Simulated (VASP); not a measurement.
# Zn5CdO6 (P-3m1) in VASP: single point with r2SCAN

Aim: the single point of Zn5CdO6 with r2SCAN.

Everything below comes from runs of VASP 6.6.1. Logs are shortened: lines on timing, memory, paths and dates and some standing lists are left out, and cuts for length are marked.

### Step 1. The cell of the first run

The structure is trigonal, space group P-3m1 (No. 164). The conventional cell has a = 3.107 Å, b = 3.107 Å, c = 15.327 Å, α = 90.00°, β = 90.00°, γ = 120.00°. Within 2.9 Å of Zn (site symmetry -3m) lie 6 O at 2.18 Å. Within 2.9 Å of Zn (site symmetry 3m) lie 6 O at 2.18 Å. Within 2.9 Å of Zn (site symmetry 3m) lie 6 O at 2.16 to 2.18 Å. Cd (site symmetry -3m) has 6 O at 2.35 Å and 6 Cd at 3.11 Å and 6 Zn at 3.26 Å within 3.3 Å. Within 2.9 Å of O (site symmetry 3m) lie 6 Zn at 2.18 Å. Within 2.9 Å of O (site symmetry 3m) lie 6 Zn at 2.18 Å. Within 2.9 Å of O (site symmetry 3m) lie 3 Zn at 2.16 Å and 3 Cd at 2.35 Å.

### Step 2. Single point, r2SCAN

POSCAR reads:

```
Zn5CdO6
1.0
    3.1066019011      0.0000000000      0.0000000000
   -1.5533009506      2.6903961658      0.0000000000
    0.0000000000      0.0000000000     15.3265050346
Zn Cd O
5 1 6
Direct
    0.0000000000      0.0000000000      0.0000000000
    0.3333333333      0.6666666667      0.8387592320
    0.6666666667      0.3333333333      0.6773962450
    0.3333333333      0.6666666667      0.3226037550
    0.6666666667      0.3333333333      0.1612407680
    0.0000000000      0.0000000000      0.5000000000
    0.6666666667      0.3333333333      0.9194125396
    0.0000000000      0.0000000000      0.7582698972
    0.3333333333      0.6666666667      0.5988401052
    0.6666666667      0.3333333333      0.4011598948
    0.0000000000      0.0000000000      0.2417301028
    0.3333333333      0.6666666667      0.0805874604
```

INCAR.step1 reads:

```
PREC = Accurate ; ENCUT = 520
ISMEAR = 0 ; SIGMA = 0.02
LREAL = F ; LASPH = T
NELM = 100 ; NBANDS = 66
GGA = PE ; ALGO = Normal
EDIFF = 1E-4 ; LWAVE = T
LCHARG = F
```

INCAR.step2 reads:

```
PREC = Accurate ; ENCUT = 520
EDIFF = 1E-6 ; ISMEAR = 0
SIGMA = 0.02 ; LREAL = F
LASPH = T ; NELM = 100
ALGO = Normal ; ISIF = 2
LWAVE = F ; LCHARG = F
METAGGA = R2SCAN ; LMIXTAU = T
NBANDS = 66 ; ISTART = 1
```

KPOINTS reads:

```
regular mesh
0
Gamma
  12 12 4
```

Potentials or basis: VASP PAW PBE potentials, release 64 (Zn, Cd, O).

Run with:

```sh
$ cat potpaw_PBE.64/Zn/POTCAR potpaw_PBE.64/Cd/POTCAR potpaw_PBE.64/O/POTCAR > POTCAR
$ cp INCAR.step1 INCAR
$ mpirun -np 1 vasp_std > vasp.out
$ cp INCAR.step2 INCAR
$ mpirun -np 1 vasp_std > vasp.out
```

OUTCAR:

```text
PREC = Accurate
   ENCUT = 520
   EDIFF = 1E-6
   ISMEAR = 0
   LREAL = F
   LASPH = T
   NELM = 100
   ISIF = 2
   METAGGA = R2SCAN
   ISTART = 1

 ion  position               nearest neighbor table
   1  0.000  0.000  0.000-   7 2.18  12 2.18   7 2.18  12 2.18   7 2.18  12 2.18
   2  0.333  0.667  0.839-   8 2.18   8 2.18   8 2.18   7 2.18   7 2.18   7 2.18
   3  0.667  0.333  0.677-   9 2.16   9 2.16   9 2.16   8 2.18   8 2.18   8 2.18   6 3.26   6 3.26
                             6 3.26
   4  0.333  0.667  0.323-  10 2.16  10 2.16  10 2.16  11 2.18  11 2.18  11 2.18   6 3.26   6 3.26
                             6 3.26
   5  0.667  0.333  0.161-  11 2.18  11 2.18  11 2.18  12 2.18  12 2.18  12 2.18
   6  0.000  0.000  0.500-   9 2.35  10 2.35  10 2.35   9 2.35  10 2.35   9 2.35   3 3.26   4 3.26
                             4 3.26   3 3.26   3 3.26   4 3.26
   7  0.667  0.333  0.919-   1 2.18   1 2.18   1 2.18   2 2.18   2 2.18   2 2.18
   8  0.000  0.000  0.758-   2 2.18   2 2.18   2 2.18   3 2.18   3 2.18   3 2.18
   9  0.333  0.667  0.599-   3 2.16   3 2.16   3 2.16   6 2.35   6 2.35   6 2.35
  10  0.667  0.333  0.401-   4 2.16   4 2.16   4 2.16   6 2.35   6 2.35   6 2.35
  11  0.000  0.000  0.242-   5 2.18   5 2.18   5 2.18   4 2.18   4 2.18   4 2.18
  12  0.333  0.667  0.081-   1 2.18   1 2.18   1 2.18   5 2.18   5 2.18   5 2.18

  LATTYP: Found a hexagonal cell.
 ALAT       =     3.1066019011
 C/A-ratio  =     4.9335272180

  Lattice vectors:

 A1 = (   3.1066019011,   0.0000000000,   0.0000000000)
 A2 = (  -1.5533009506,   2.6903961658,   0.0000000000)
 A3 = (   0.0000000000,   0.0000000000,  15.3265050346)

Analysis of symmetry for initial positions (statically):
=====================================================================
 Subroutine PRICEL returns:
 Original cell was already a primitive cell.

 Routine SETGRP: Setting up the symmetry group for a
 hexagonal supercell.

 Subroutine GETGRP returns: Found 12 space group operations
 (whereof 12 operations were pure point group operations)
 out of a pool of 24 trial point group operations.

The static configuration has the point symmetry D_3d.

Analysis of symmetry for dynamics (positions and initial velocities):
=====================================================================
 Subroutine PRICEL returns:
 Original cell was already a primitive cell.

 Routine SETGRP: Setting up the symmetry group for a
 hexagonal supercell.

 Subroutine GETGRP returns: Found 12 space group operations
 (whereof 12 operations were pure point group operations)
 out of a pool of 24 trial point group operations.

The dynamic configuration has the point symmetry D_3d.

 Subroutine INISYM returns: Found 12 space group operations
 (whereof 12 operations are pure point group operations),
 and found     1 'primitive' translations

----------------------------------------------------------------------------------------

                                     Primitive cell

  volume of cell :     128.0988

  direct lattice vectors                    reciprocal lattice vectors
     3.106601901  0.000000000  0.000000000     0.321895123  0.185846236  0.000000000
    -1.553300951  2.690396166  0.000000000     0.000000000  0.371692471  0.000000000
     0.000000000  0.000000000 15.326505035     0.000000000  0.000000000  0.065246447

  length of vectors
     3.106601901  3.106601901 15.326505035     0.371692471  0.371692471  0.065246447

  position of ions in fractional coordinates (direct lattice)
     0.000000000  0.000000000  0.000000000
     0.333333333  0.666666667  0.838759232
     0.666666667  0.333333333  0.677396245
     0.333333333  0.666666667  0.322603755
     0.666666667  0.333333333  0.161240768
     0.000000000  0.000000000  0.500000000
     0.666666667  0.333333333  0.919412540
     0.000000000  0.000000000  0.758269897
     0.333333333  0.666666667  0.598840105
     0.666666667  0.333333333  0.401159895
     0.000000000  0.000000000  0.241730103
     0.333333333  0.666666667  0.080587460

  ion indices of the primitive-cell ions
   primitive index   ion index
                 1           1
                 2           2
                 3           3
                 4           4
                 5           5
                 6           6
                 7           7
                 8           8
                 9           9
                10          10
                11          11
                12          12

----------------------------------------------------------------------------------------

 KPOINTS: regular mesh

Automatic generation of k-mesh.
 Grid dimensions read from file:
 generate k-points for:   12   12    4

 Generating k-lattice:

  Cartesian coordinates                     Fractional coordinates (reciprocal lattice)
     0.026824594  0.015487186  0.000000000     0.083333333 -0.000000000  0.000000000
     0.000000000  0.030974373  0.000000000     0.000000000  0.083333333  0.000000000
     0.000000000  0.000000000  0.016311612     0.000000000  0.000000000  0.250000000

  Length of vectors
     0.030974373  0.030974373  0.016311612

  Shift w.r.t. Gamma in fractional coordinates (k-lattice)
     0.000000000  0.000000000  0.000000000

 Subroutine IBZKPT returns following result:
 ===========================================

 Found     69 irreducible k-points:

 Following reciprocal coordinates:
            Coordinates               Weight
  0.000000  0.000000  0.000000      1.000000
  0.083333  0.000000  0.000000      6.000000
  0.166667  0.000000  0.000000      6.000000
  0.250000  0.000000  0.000000      6.000000
  0.333333  0.000000  0.000000      6.000000
  0.416667  0.000000  0.000000      6.000000
[... 16 lines left out ...]
  0.166667  0.000000  0.250000      6.000000
  0.000000  0.166667  0.250000      6.000000
 [... further k-points ...]
   k-points           NKPTS =     69   k-points in BZ     NKDIM =     69   number of bands    NBANDS=     66
   number of dos      NEDOS =    301   number of ions     NIONS =     12
   total plane-waves  NPLWV =  69120
   dimension x,y,z NGX =    24 NGY =   24 NGZ =  120
   dimension x,y,z NGXF=    48 NGYF=   48 NGZF=  240
   ions per type =               5   1   6
   NGX,Y,Z   is equivalent  to a cutoff of  12.84, 12.84, 13.02 a.u.
   NGXF,Y,Z  is equivalent  to a cutoff of  25.69, 25.69, 26.03 a.u.
 SYSTEM =  unknown system
   PREC   = accura    normal or accurate (medium, high low for compatibility)
   ISTART =      1    job   : 0-new  1-cont  2-samecut
   ICHARG =      0    charge: 1-file 2-atom 10-const
   ISPIN  =      1    spin polarized calculation?
   LNONCOLLINEAR =      F non collinear calculations
   LSORBIT =      F    spin-orbit coupling
   LASPH  =      T    aspherical Exc in radial PAW
   ENCUT  =  520.0 eV  38.22 Ry    6.18 a.u.   5.78  5.78 28.50*2*pi/ulx,y,z
   NELM   =    100;   NELMIN=  2; NELMDL=  0     # of ELM steps
   EDIFF  = 0.1E-05   stopping-criterion for ELM
   LREAL  =      F    real-space projection
   EDIFFG = 0.1E-04   stopping-criterion for IOM
   NSW    =      0    number of steps for IOM
   IBRION =     -1    ionic relax: 0-MD 1-quasi-New 2-CG
   NFREE  =      0    steps in history (QN), initial steepest desc. (CG)
   ISIF   =      2    stress and relaxation
   ISYM   =      2    0-nonsym 1-usesym 2-fastsym
   POTIM  = 0.5000    time-step for ionic-motion
   TEBEG  =    0.0;   TEEND  =   0.0 temperature during run
   PSTRESS=    0.0 pullay stress
   NELECT =     108.0000    total number of electrons
   NUPDOWN=      -1.0000    fix difference up-down
   EMIN   =  10.00;   EMAX   =-10.00  energy-range for DOS
   EFERMI =   0.00;   METHOD = LEGACY
   ISMEAR =     0;   SIGMA  =   0.02  broadening in eV -4-tet -1-fermi 0-gaus
   EFERMI_NEDOS =   21; number of points for ismear=-14 and -15
   IALGO  =     38    algorithm
   IMIX   =      4    mixing-type and parameters
     AMIX     =   0.40;   BMIX     =  1.00
     AMIX_MAG =   1.60;   BMIX_MAG =  1.00
  volume/ion in A,a.u.               =      10.67        72.04
  Fermi-wavevector in a.u.,A,eV,Ry     =   1.546564  2.922581 32.543213  2.391859
  Thomas-Fermi vector in A             =   2.651782
   LORBIT       =      0    0 simple, 1 ext, 2 COOP (PROOUT), +10 PAW based schemes
   METAGGA = R2SCAN    functional components
   LHFCALC =     F    Hartree Fock is set to
   AEXX    =    0.0000 exact exchange contribution
   IVDW    =     0    specifies the selected vdW correction
   LEPSILON=     F    determine dielectric tensor
   LRPA    =     F    only Hartree local field effects (RPA)
 non-spin polarized calculation
 Gauss-broadening in eV      SIGMA  =   0.02
  energy-cutoff  :      520.00
  volume of cell :      128.10
 maximum number of plane-waves:      3478
   NGX = 11   NGY = 11   NGZ = 57

 number of electron     107.9999996 magnetization

 Free energy of the ion-electron system (eV)
  ---------------------------------------------------
  ext. energy  EPLUGINS =         0.00000000
  ---------------------------------------------------
  free energy    TOTEN  =      -117.95317117 eV

  energy without entropy =     -117.95317117  energy(sigma->0) =     -117.95317117

 E-fermi :   2.0712     XC(G=0): -12.7197

 val. band max:        1.9276681705   @ k =   0.5000   0.0000   0.0000
 cond. band min:       2.8111992244   @ k =   0.0000   0.0000   0.0000
 fundamental gap:      0.8835310539
 Fermi energy:         2.0711592943

 k-point     1 :       0.0000    0.0000    0.0000
  band No.  band energies     occupation
      1     -17.0707      2.00000
      2     -16.8714      2.00000
      3     -16.7813      2.00000
      4     -16.3429      2.00000
      5     -16.1862      2.00000
      6     -15.9190      2.00000
[... 58 lines left out ...]
     65      15.2298      0.00000
     66      15.6364      0.00000

 k-point     2 :       0.0833    0.0000    0.0000
  band No.  band energies     occupation
      1     -17.0131      2.00000
      2     -16.8225      2.00000
      3     -16.7333      2.00000
      4     -16.3158      2.00000
      5     -16.1596      2.00000
      6     -15.9055      2.00000
[... 58 lines left out ...]
     65      15.3163      0.00000
     66      15.3824      0.00000

 k-point     3 :       0.1667    0.0000    0.0000
  band No.  band energies     occupation
      1     -16.8498      2.00000
      2     -16.6851      2.00000
      3     -16.5987      2.00000
      4     -16.2412      2.00000
      5     -16.0870      2.00000
      6     -15.8691      2.00000
[... 1438 lines left out ...]
     65      14.0716      0.00000
     66      14.5800      0.00000

 k-point    24 :       0.0000    0.1667    0.2500
  band No.  band energies     occupation
      1     -16.8385      2.00000
      2     -16.7306      2.00000
      3     -16.5435      2.00000
      4     -16.2871      2.00000
      5     -16.0535      2.00000
      6     -15.8774      2.00000
[... 58 lines left out ...]
     65      14.1823      0.00000
     66      14.2284      0.00000

 [... further k-points ...]

------------------------ aborting loop because EDIFF is reached ----------------------------------------

  FORCE on cell =-STRESS in cart. coord.  units (eV):
  Direction    XX          YY          ZZ          XY          YZ          ZX
  --------------------------------------------------------------------------------------
  -------------------------------------------------------------------------------------
  Total       -4.6874646     -4.6874646     -4.6905850      0.0000000      0.0000000     -0.0000000
  in kB      -58.6278022    -58.6278022    -58.6668293      0.0000000      0.0000000     -0.0000000
  external PRESSURE =     -58.6408113 kB  Pullay stress =       0.0000000 kB

 VOLUME and BASIS-vectors are now :
 -----------------------------------------------------------------------------
  energy-cutoff  :      520.00
  volume of cell :      128.10
      direct lattice vectors                 reciprocal lattice vectors
     3.106601901  0.000000000  0.000000000     0.321895123  0.185846236  0.000000000
    -1.553300951  2.690396166  0.000000000     0.000000000  0.371692471  0.000000000
     0.000000000  0.000000000 15.326505035     0.000000000  0.000000000  0.065246447

 POSITION                                       TOTAL-FORCE (eV/Angst)
 -----------------------------------------------------------------------------------
      0.00000      0.00000      0.00000        -0.000000      0.000000     -0.000000
     -0.00000      1.79360     12.85525         0.000000      0.000000     -0.019500
      1.55330      0.89680     10.38212        -0.000000     -0.000000      0.044282
     -0.00000      1.79360      4.94439        -0.000000      0.000000     -0.044282
      1.55330      0.89680      2.47126        -0.000000     -0.000000      0.019500
      0.00000      0.00000      7.66325        -0.000000      0.000000     -0.000000
      1.55330      0.89680     14.09138        -0.000000      0.000000     -0.001292
      0.00000      0.00000     11.62163        -0.000000      0.000000     -0.003972
     -0.00000      1.79360      9.17813        -0.000000     -0.000000      0.021881
      1.55330      0.89680      6.14838        -0.000000      0.000000     -0.021881
      0.00000      0.00000      3.70488        -0.000000      0.000000      0.003972
     -0.00000      1.79360      1.23512        -0.000000     -0.000000      0.001292
 -----------------------------------------------------------------------------------
    total drift:                                0.000000     -0.000000      0.000000

  FREE ENERGIE OF THE ION-ELECTRON SYSTEM (eV)
  ---------------------------------------------------
  free  energy   TOTEN  =      -117.9531711723 eV

  energy  without entropy=     -117.9531711723  energy(sigma->0) =     -117.95317117
```

Run time: 51 min. Hardware: 1 thread of Oxide Virtual Turin-like, shared host; peak memory 0.55 GiB.

What came out:

* Free energy: -117.9532 eV
* Pressure: -5.9 GPa
* Largest force: 0.044 eV/Å
* Band gap on the k mesh: 0.88 eV (least direct gap 0.90 eV)

Forces on the atoms (eV/Å):
```
Zn   0.000  0.000  0.000
Zn   0.000  0.000 -0.019
Zn   0.000  0.000  0.044
Zn   0.000  0.000 -0.044
Zn   0.000  0.000  0.019
Cd   0.000  0.000  0.000
O    0.000  0.000 -0.001
O    0.000  0.000 -0.004
O    0.000  0.000  0.022
O    0.000  0.000 -0.022
O    0.000  0.000  0.004
O    0.000  0.000  0.001
```

Levels at points of the mesh, in eV from the valence-band top:
```
           k point  band 52  band 53  band 54  band 55  band 56  band 57
(0.00, 0.00, 0.00)    -0.26    -0.01    -0.01     0.88     2.75     3.06
(0.50, 0.00, 0.00)    -0.50     0.00     0.00     4.67     5.33     5.68
(0.00, 0.00, 0.50)    -0.13    -0.05    -0.05     1.36     1.91     4.02
(0.50, 0.00, 0.50)    -0.25    -0.23    -0.09     4.88     5.11     5.41
```

Caveat: the cell stands under tension; the PAW data sets were made with another functional, which shifts forces and pressure a little. A k mesh can miss the band edges.
